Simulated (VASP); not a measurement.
# MnO2 (Fd-3m) in VASP: further runs

The runs below take MnO2 through single point, with PBEsol.

All numbers are computed with VASP 6.6.1; they aren't measurements. Logs are shortened: lines on timing, memory, paths and dates and some standing lists are left out, and cuts for length are marked.

## 1. The cell of the first run

Symmetry: Fd-3m, No. 227, cubic system. The conventional cell has a = 8.040 Å, b = 8.040 Å, c = 8.040 Å, α = 90.00°, β = 90.00°, γ = 90.00°. Within 2.5 Å of Mn (site symmetry -3m) lie 6 O at 1.90 Å. O (site symmetry 3m) has 3 Mn at 1.90 Å and 3 O at 2.52 Å within 2.6 Å.

## 2. Single point, PBEsol, collinear spin, ferromagnetic start

The input, INCAR:

```
PREC = Accurate
ENCUT = 520
EDIFF = 1E-6
ISMEAR = -1
SIGMA = 0.05
LREAL = False
LASPH = True
NELM = 150
ALGO = Normal
ISIF = 2
LWAVE = False
LCHARG = True
ISPIN = 2
MAGMOM = 4 4 4 4 0 0 0 0 0 0 0 0
LORBIT = 11
LMAXMIX = 4
GGA = PS
LELF = True
LVHAR = True
NBANDS = 66
```

The input, KPOINTS:

```
Automatic mesh
0
Gamma
  6 6 6
```

The input, POSCAR:

```
MnO2
1.0
    0.0000000000      4.0199925062      4.0199925062
    4.0199925062      0.0000000000      4.0199925062
    4.0199925062      4.0199925062      0.0000000000
Mn O
4 8
Direct
    0.1250000000      0.1250000000      0.1250000000
    0.1250000000      0.1250000000      0.6250000000
    0.6250000000      0.1250000000      0.1250000000
    0.1250000000      0.6250000000      0.1250000000
    0.3609537633      0.3609537633      0.3609537633
    0.3609537633      0.3609537633      0.9171387100
    0.9171387100      0.3609537633      0.3609537633
    0.3609537633      0.9171387100      0.3609537633
    0.8890462367      0.8890462367      0.3328612900
    0.8890462367      0.8890462367      0.8890462367
    0.8890462367      0.3328612900      0.8890462367
    0.3328612900      0.8890462367      0.8890462367
```

Potentials or basis: VASP PAW PBE potentials, release 64 (Mn_pv, O).

Command:

```bash
$ cat potpaw_PBE.64/Mn_pv/POTCAR potpaw_PBE.64/O/POTCAR > POTCAR
$ mpirun -np 1 vasp_std > vasp.out
```

OUTCAR:

```text
PREC = Accurate
   ENCUT = 520
   EDIFF = 1E-6
   ISMEAR = -1
   LREAL = False
   LASPH = True
   NELM = 150
   ISIF = 2
   ISPIN = 2
   LORBIT = 11
   GGA = PS

 ion  position               nearest neighbor table
   1  0.125  0.125  0.125-   6 1.90   7 1.90   8 1.90   9 1.90  11 1.90  12 1.90   2 2.84   3 2.84
                             4 2.84   2 2.84   4 2.84   3 2.84
   2  0.125  0.125  0.625-   5 1.90  10 1.90   8 1.90   7 1.90  11 1.90  12 1.90   1 2.84   1 2.84
                             3 2.84   4 2.84   4 2.84   3 2.84
   3  0.625  0.125  0.125-   5 1.90  10 1.90   8 1.90   9 1.90   6 1.90  11 1.90   1 2.84   2 2.84
                             4 2.84   1 2.84   2 2.84   4 2.84
   4  0.125  0.625  0.125-   5 1.90  10 1.90   7 1.90   9 1.90   6 1.90  12 1.90   1 2.84   2 2.84
                             1 2.84   2 2.84   3 2.84   3 2.84
   5  0.361  0.361  0.361-   2 1.90   3 1.90   4 1.90
   6  0.361  0.361  0.917-   1 1.90   3 1.90   4 1.90
   7  0.917  0.361  0.361-   1 1.90   2 1.90   4 1.90
   8  0.361  0.917  0.361-   1 1.90   2 1.90   3 1.90
   9  0.889  0.889  0.333-   1 1.90   3 1.90   4 1.90
  10  0.889  0.889  0.889-   2 1.90   3 1.90   4 1.90
  11  0.889  0.333  0.889-   1 1.90   2 1.90   3 1.90
  12  0.333  0.889  0.889-   1 1.90   2 1.90   4 1.90

  LATTYP: Found a face centered cubic cell.
 ALAT       =     8.0399850124

  Lattice vectors:

 A1 = (   0.0000000000,   4.0199925062,   4.0199925062)
 A2 = (   4.0199925062,   0.0000000000,   4.0199925062)
 A3 = (   4.0199925062,   4.0199925062,   0.0000000000)

Analysis of symmetry for initial positions (statically):
=====================================================================
 Subroutine PRICEL returns:
 Original cell was already a primitive cell.

 Routine SETGRP: Setting up the symmetry group for a
 face centered cubic supercell.

 Subroutine GETGRP returns: Found 48 space group operations
 (whereof 24 operations were pure point group operations)
 out of a pool of 48 trial point group operations.

The static configuration has the point symmetry T_d .
 The point group associated with its full space group is O_h .

Analysis of symmetry for dynamics (positions and initial velocities):
=====================================================================
 Subroutine PRICEL returns:
 Original cell was already a primitive cell.

 Routine SETGRP: Setting up the symmetry group for a
 face centered cubic supercell.

 Subroutine GETGRP returns: Found 48 space group operations
 (whereof 24 operations were pure point group operations)
 out of a pool of 48 trial point group operations.

The dynamic configuration has the point symmetry T_d .
 The point group associated with its full space group is O_h .

Analysis of structural, dynamic, and magnetic symmetry:
=====================================================================
 Subroutine PRICEL returns:
 Original cell was already a primitive cell.

 Routine SETGRP: Setting up the symmetry group for a
 face centered cubic supercell.

 Subroutine GETGRP returns: Found 48 space group operations
 (whereof 24 operations were pure point group operations)
 out of a pool of 48 trial point group operations.

The overall configuration has the point symmetry T_d .
 The point group associated with its full space group is O_h .

 Subroutine INISYM returns: Found 48 space group operations
 (whereof 24 operations are pure point group operations),
 and found     1 'primitive' translations

----------------------------------------------------------------------------------------

                                     Primitive cell

  volume of cell :     129.9289

  direct lattice vectors                    reciprocal lattice vectors
     0.000000000  4.019992506  4.019992506    -0.124378341  0.124378341  0.124378341
     4.019992506  0.000000000  4.019992506     0.124378341 -0.124378341  0.124378341
     4.019992506  4.019992506  0.000000000     0.124378341  0.124378341 -0.124378341

  length of vectors
     5.685127923  5.685127923  5.685127923     0.215429607  0.215429607  0.215429607

  position of ions in fractional coordinates (direct lattice)
     0.125000000  0.125000000  0.125000000
     0.125000000  0.125000000  0.625000000
     0.625000000  0.125000000  0.125000000
     0.125000000  0.625000000  0.125000000
     0.360953763  0.360953763  0.360953763
     0.360953763  0.360953763  0.917138710
     0.917138710  0.360953763  0.360953763
     0.360953763  0.917138710  0.360953763
     0.889046237  0.889046237  0.332861290
     0.889046237  0.889046237  0.889046237
     0.889046237  0.332861290  0.889046237
     0.332861290  0.889046237  0.889046237
[... 38 lines left out ...]
 ===========================================

 Found     16 irreducible k-points:

 Following reciprocal coordinates:
            Coordinates               Weight
  0.000000  0.000000  0.000000      1.000000
  0.166667  0.000000  0.000000      8.000000
  0.333333  0.000000  0.000000      8.000000
  0.500000  0.000000  0.000000      4.000000
  0.166667  0.166667  0.000000      6.000000
  0.333333  0.166667  0.000000     24.000000
[... 8 lines left out ...]
 -0.333333  0.333333  0.166667     24.000000
 -0.333333  0.500000  0.166667     12.000000
   k-points           NKPTS =     16   k-points in BZ     NKDIM =     16   number of bands    NBANDS=     66
   number of dos      NEDOS =    301   number of ions     NIONS =     12
   total plane-waves  NPLWV =  74088
   dimension x,y,z NGX =    42 NGY =   42 NGZ =   42
   dimension x,y,z NGXF=    84 NGYF=   84 NGZF=   84
   ions per type =               4   8
   NGX,Y,Z   is equivalent  to a cutoff of  12.28, 12.28, 12.28 a.u.
   NGXF,Y,Z  is equivalent  to a cutoff of  24.56, 24.56, 24.56 a.u.
 SYSTEM =  unknown system
   PREC   = accura    normal or accurate (medium, high low for compatibility)
   ISTART =      0    job   : 0-new  1-cont  2-samecut
   ICHARG =      2    charge: 1-file 2-atom 10-const
   ISPIN  =      2    spin polarized calculation?
   LNONCOLLINEAR =      F non collinear calculations
   LSORBIT =      F    spin-orbit coupling
   LASPH  =      T    aspherical Exc in radial PAW
   ENCUT  =  520.0 eV  38.22 Ry    6.18 a.u.  10.57 10.57 10.57*2*pi/ulx,y,z
   NELM   =    150;   NELMIN=  2; NELMDL= -5     # of ELM steps
   EDIFF  = 0.1E-05   stopping-criterion for ELM
   LREAL  =      F    real-space projection
   EDIFFG = 0.1E-04   stopping-criterion for IOM
   NSW    =      0    number of steps for IOM
   IBRION =     -1    ionic relax: 0-MD 1-quasi-New 2-CG
   NFREE  =      0    steps in history (QN), initial steepest desc. (CG)
   ISIF   =      2    stress and relaxation
   ISYM   =      2    0-nonsym 1-usesym 2-fastsym
   POTIM  = 0.5000    time-step for ionic-motion
   TEBEG  =    0.0;   TEEND  =   0.0 temperature during run
   PSTRESS=    0.0 pullay stress
   NELECT =     100.0000    total number of electrons
   NUPDOWN=      -1.0000    fix difference up-down
   EMIN   =  10.00;   EMAX   =-10.00  energy-range for DOS
   EFERMI =   0.00;   METHOD = LEGACY
   ISMEAR =    -1;   SIGMA  =   0.05  broadening in eV -4-tet -1-fermi 0-gaus
   EFERMI_NEDOS =   21; number of points for ismear=-14 and -15
   IALGO  =     38    algorithm
   IMIX   =      4    mixing-type and parameters
     AMIX     =   0.40;   BMIX     =  1.00
     AMIX_MAG =   1.60;   BMIX_MAG =  1.00
  volume/ion in A,a.u.               =      10.83        73.07
  Fermi-wavevector in a.u.,A,eV,Ry     =   1.500282  2.835122 30.624623  2.250846
  Thomas-Fermi vector in A             =   2.611803
   LORBIT       =     11    0 simple, 1 ext, 2 COOP (PROOUT), +10 PAW based schemes
   GGA     = PS    functional components
   LHFCALC =     F    Hartree Fock is set to
   AEXX    =    0.0000 exact exchange contribution
   IVDW    =     0    specifies the selected vdW correction
   LEPSILON=     F    determine dielectric tensor
   LRPA    =     F    only Hartree local field effects (RPA)
 spin polarized calculation
  energy-cutoff  :      520.00
  volume of cell :      129.93
 maximum number of plane-waves:      3521
   NGX = 21   NGY = 21   NGZ = 21

 number of electron     100.0000000 magnetization      16.0000000

 number of electron      99.9999927 magnetization       9.3130431

 number of electron      99.9999941 magnetization      11.9959897

 Free energy of the ion-electron system (eV)
  ---------------------------------------------------
  ext. energy  EPLUGINS =         0.00000000
  ---------------------------------------------------
  free energy    TOTEN  =      -100.09190531 eV

  energy without entropy =     -100.09083690  energy(sigma->0) =     -100.09137111

 E-fermi :   3.1314     XC(G=0): -11.0563

 val. band max:        2.8431395457   @ k =  -0.3333   0.3333   0.0000
 cond. band min:       3.2102018731   @ k =   0.0000   0.0000   0.0000
 fundamental gap:      0.3670623274
 Fermi energy:         3.1313903077

 spin component 1

 k-point     1 :       0.0000    0.0000    0.0000
  band No.  band energies     occupation
      1     -47.1883      1.00000
      2     -47.0852      1.00000
      3     -47.0852      1.00000
      4     -47.0852      1.00000
      5     -47.0408      1.00000
      6     -47.0408      1.00000
[... 1029 lines left out ...]
     61       5.3313      0.00000
     62       5.3313      0.00000
 Fermi energy:         3.1313903077

 spin component 2

 k-point     1 :       0.0000    0.0000    0.0000
  band No.  band energies     occupation
      1     -44.2593      1.00000
      2     -44.0831      1.00000
      3     -44.0831      1.00000
      4     -44.0831      1.00000
      5     -43.9333      1.00000
      6     -43.9333      1.00000
[... 1029 lines left out ...]
     61       6.8142      0.00000
     62       6.8142      0.00000
 [bands above 62 left out]

------------------------ aborting loop because EDIFF is reached ----------------------------------------

  FORCE on cell =-STRESS in cart. coord.  units (eV):
  Direction    XX          YY          ZZ          XY          YZ          ZX
  --------------------------------------------------------------------------------------
  -------------------------------------------------------------------------------------
  Total       -1.0047760     -1.0047760     -1.0047760      0.0000000      0.0000000     -0.0000000
  in kB      -12.3900802    -12.3900802    -12.3900802      0.0000000      0.0000000     -0.0000000
  external PRESSURE =     -12.3900802 kB  Pullay stress =       0.0000000 kB

 VOLUME and BASIS-vectors are now :
 -----------------------------------------------------------------------------
  energy-cutoff  :      520.00
  volume of cell :      129.93
      direct lattice vectors                 reciprocal lattice vectors
     0.000000000  4.019992506  4.019992506    -0.124378341  0.124378341  0.124378341
     4.019992506  0.000000000  4.019992506     0.124378341 -0.124378341  0.124378341
     4.019992506  4.019992506  0.000000000     0.124378341  0.124378341 -0.124378341

 POSITION                                       TOTAL-FORCE (eV/Angst)
 -----------------------------------------------------------------------------------
      1.00500      1.00500      1.00500         0.000000      0.000000      0.000000
      3.01499      3.01499      1.00500         0.000000      0.000000      0.000000
      1.00500      3.01499      3.01499         0.000000      0.000000      0.000000
      3.01499      1.00500      3.01499         0.000000      0.000000      0.000000
      2.90206      2.90206      2.90206        -0.038723     -0.038723     -0.038723
      5.13792      5.13792      2.90206         0.038723      0.038723     -0.038723
      2.90206      5.13792      5.13792        -0.038723      0.038723      0.038723
      5.13792      2.90206      5.13792         0.038723     -0.038723      0.038723
      4.91206      4.91206      7.14792        -0.038723     -0.038723      0.038723
      7.14792      7.14792      7.14792         0.038723      0.038723      0.038723
      4.91206      7.14792      4.91206        -0.038723      0.038723     -0.038723
      7.14792      4.91206      4.91206         0.038723     -0.038723     -0.038723
 -----------------------------------------------------------------------------------
    total drift:                               -0.000000     -0.000000      0.000000

  FREE ENERGIE OF THE ION-ELECTRON SYSTEM (eV)
  ---------------------------------------------------
  free  energy   TOTEN  =      -100.0919053150 eV

  energy  without entropy=     -100.0908368978  energy(sigma->0) =     -100.09137111

 total charge

# of ion       s       p       d       tot
------------------------------------------
    1        0.361   6.476   4.942  11.779
    2        0.361   6.476   4.942  11.779
    3        0.361   6.476   4.942  11.779
    4        0.361   6.476   4.942  11.779
    5        1.578   3.394   0.000   4.972
    6        1.578   3.394   0.000   4.972
    7        1.578   3.394   0.000   4.972
    8        1.578   3.394   0.000   4.972
    9        1.578   3.394   0.000   4.972
   10        1.578   3.394   0.000   4.972
   11        1.578   3.394   0.000   4.972
   12        1.578   3.394   0.000   4.972
--------------------------------------------------
tot         14.068  53.058  19.768  86.894

 magnetization (x)

# of ion       s       p       d       tot
------------------------------------------
    1        0.029   0.039   2.749   2.818
    2        0.029   0.039   2.749   2.818
    3        0.029   0.039   2.749   2.818
    4        0.029   0.039   2.749   2.818
    5        0.003   0.046   0.000   0.049
    6        0.003   0.046   0.000   0.049
    7        0.003   0.046   0.000   0.049
    8        0.003   0.046   0.000   0.049
    9        0.003   0.046   0.000   0.049
   10        0.003   0.046   0.000   0.049
   11        0.003   0.046   0.000   0.049
   12        0.003   0.046   0.000   0.049
--------------------------------------------------
tot          0.144   0.521  10.998  11.663
```

It took 5.5 min on 1 thread of Intel Xeon Platinum 8259CL at 2.50GHz (Skylake/Cascade Lake), shared host; peak memory 0.4 GiB.

Results:

* Free energy: -100.0919 eV
* Pressure: -1.2 GPa
* Largest force: 0.067 eV/Å
* Band gap on the k mesh: 0.37 eV (least direct gap 0.52 eV)
* Net moment: 12.00 μB per cell
* Site moments: Mn +2.82; O +0.05 μB
* Valence electrons inside the program's atomic spheres: Mn 11.78; O 4.97

Forces on the atoms (eV/Å):
```
Mn   0.000  0.000  0.000
Mn   0.000  0.000  0.000
Mn   0.000  0.000  0.000
Mn   0.000  0.000  0.000
O   -0.039 -0.039 -0.039
O    0.039  0.039 -0.039
O   -0.039  0.039  0.039
O    0.039 -0.039  0.039
O   -0.039 -0.039  0.039
O    0.039  0.039  0.039
O   -0.039  0.039 -0.039
O    0.039 -0.039 -0.039
```

Levels at points of the mesh, in eV from the valence-band top:
Spin up:
```tsv
k point	band 53	band 54	band 55	band 56	band 57	band 58	band 59	band 60
(0.00, 0.00, 0.00)	-0.67	-0.67	-0.67	-0.15	2.60	2.60	2.60	3.03
(0.50, 0.00, 0.00)	-0.34	-0.34	-0.34	-0.07	2.34	2.34	2.34	2.34
(0.50, 0.50, 0.00)	-0.08	-0.08	-0.05	-0.05	1.83	1.83	2.25	2.25
```
Spin down:
| k point | band 42 | band 43 | band 44 | band 45 | band 46 | band 47 |
| --- | --- | --- | --- | --- | --- | --- |
| (0.00, 0.00, 0.00) | -0.72 | -0.72 | -0.72 | 0.37 | 0.37 | 1.52 |
| (0.50, 0.00, 0.00) | -1.65 | -0.81 | -0.81 | 1.03 | 1.03 | 1.80 |
| (0.50, 0.50, 0.00) | -1.62 | -1.16 | -1.16 | 1.41 | 1.41 | 1.70 |

Caveat: semilocal functionals underestimate gaps, and a narrow one can read as zero; the PAW data sets were made with another functional, which shifts forces and pressure a little; the run started ferromagnetic, and an antiferromagnetic order may lie lower in energy.

## 3. Single point, PBEsol, collinear spin, ferromagnetic start

The input, INCAR:

```
PREC = Accurate
ENCUT = 520
EDIFF = 1E-6
ISMEAR = -1
SIGMA = 0.05
LREAL = F
LASPH = T
NELM = 150
ALGO = Normal
ISIF = 2
LWAVE = F
LCHARG = F
ISPIN = 2
MAGMOM = 3 3 3 3 0 0 0 0 0 0 0 0
LORBIT = 11
NUPDOWN = 12.0
LMAXMIX = 4
GGA = PS
NBANDS = 66
```

The input, KPOINTS:

```
regular mesh
0
Gamma
  5 5 5
```

POSCAR is that of step 2.

Potentials or basis: VASP PAW PBE potentials, release 64 (Mn_pv, O).

Command:

```bash
$ cat potpaw_PBE.64/Mn_pv/POTCAR potpaw_PBE.64/O/POTCAR > POTCAR
$ mpirun -np 1 vasp_std > vasp.out
```

Run time: 2.9 min. Hardware: 1 thread of Oxide Virtual Turin-like, shared host; peak memory 0.32 GiB.

Results (log left out):

- Free energy: -100.0915 eV
- Pressure: -1.2 GPa
- Largest force: 0.067 eV/Å
- Net moment: 12.00 μB per cell
- Site moments: Mn +2.82; O +0.05 μB
- Valence electrons inside the program's atomic spheres: Mn 11.78; O 4.97

Forces in eV/Å, atoms in the order of the input:
```
Mn   0.000  0.000  0.000
Mn   0.000  0.000  0.000
Mn   0.000  0.000  0.000
Mn   0.000  0.000  0.000
O   -0.038 -0.038 -0.038
O    0.038  0.038 -0.038
O   -0.038  0.038  0.038
O    0.038 -0.038  0.038
O   -0.038 -0.038  0.038
O    0.038  0.038  0.038
O   -0.038  0.038 -0.038
O    0.038 -0.038 -0.038
```

Caveat: the PAW data sets were made with another functional, which shifts forces and pressure a little; the total moment is fixed, so each spin has its own Fermi level and the state may be an excited one; the run started ferromagnetic, and an antiferromagnetic order may lie lower in energy.

(Part 1 of 2 ends here.)
